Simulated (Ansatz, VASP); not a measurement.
**TaGe3W2 in VASP and in Ansatz**

Contents of INCAR:

```
  ALGO = Normal
  EDIFF = 1E-7
  EDIFFG = -0.04
  ENCUT = 600
  GGA = PE
  IBRION = 2
  ISIF = 3
  ISMEAR = 0
  LASPH = True
  LCHARG = False
  LREAL = False
  LWAVE = False
  NELM = 80
  NSW = 90
  PREC = Accurate
  SIGMA = 0.1
```

Contents of KPOINTS:

```
k-points
0
Gamma
  4 4 2
```

Contents of POSCAR:

```
TaGe3W2
1.0
    3.8035891200      0.0000000000      0.0000000000
    0.0000000000      3.8035891200      0.0000000000
    0.0000000000      0.0000000000      8.8046840400
Ta Ge W
1 3 2
Direct
    0.0000000000      0.0000000000      0.0000000000
    0.0000000000      0.0000000000      0.2580289000
    0.0000000000      0.0000000000      0.7419711000
    0.5000000000      0.5000000000      0.0000000000
    0.0000000000      0.0000000000      0.5000000000
    0.5000000000      0.5000000000      0.5000000000
```

Input for Ansatz:

```yaml
crystal:
  lattice:
    - [3.80358912, 0.0, 0.0]
    - [0.0, 3.80358912, 0.0]
    - [0.0, 0.0, 8.80468404]
  atoms:
    - { symbol: Ta, position: [0.0, 0.0, 0.0] }
    - { symbol: Ge, position: [0.0, 0.0, 0.2580289] }
    - { symbol: Ge, position: [0.0, 0.0, 0.7419711] }
    - { symbol: Ge, position: [0.5, 0.5, 0.0] }
    - { symbol: W, position: [0.0, 0.0, 0.5] }
    - { symbol: W, position: [0.5, 0.5, 0.5] }
basis:
  ecutwfc: 420
kpoints:
  mp_grid: { grid: [4, 4, 2] }
hamiltonian:
  xc: pbe
scf:
  occupations: { method: gaussian, width: 0.1 }
  lower_state_search: "off"
output:
  forces: true
  stress: true
  eigenvalues: true
relax:
  adjacent_minimum: "off"
  f_tol: 0.04
  max_steps: 70
  cell: { stress_tol: 0.4 }
```

Alike in both runs: task relaxation of cell and atoms; functional PBE; k mesh 4 × 4 × 2; occupations gaussian, width 0.1 eV; no spin polarisation.

|  | VASP | Ansatz |
| --- | --- | --- |
| version | VASP 6.6.1 | Ansatz 0.2.0 |
| potentials or method | VASP PAW PBE potentials, release 64 (Ta_pv, Ge_d, W_sv), cutoff 600 eV | scalar-relativistic, plane waves, PAW |
| valence electrons in the cell | 81 | 83 |

|  | VASP | Ansatz | Ansatz less VASP |
| --- | --- | --- | --- |
| gap on the k mesh at the Fermi level, each at its own relaxed structure (eV) | none | none | - |
| relaxed volume (Å³/atom) | 22.30 | 22.24 | -0.055 |
| relaxed cell length with the largest relative difference (Å) | 3.647 | 3.642 | -0.0048 |

A gap of «none» marks a metal or a gap that the smearing closes. VASP's potentials hold 81 valence electrons a cell and Ansatz's 83, so a difference there can come from the potentials and not from the codes.

The k mesh is coarse, so the values compare programs but aren't converged. Neither program's run includes spin-orbit coupling.
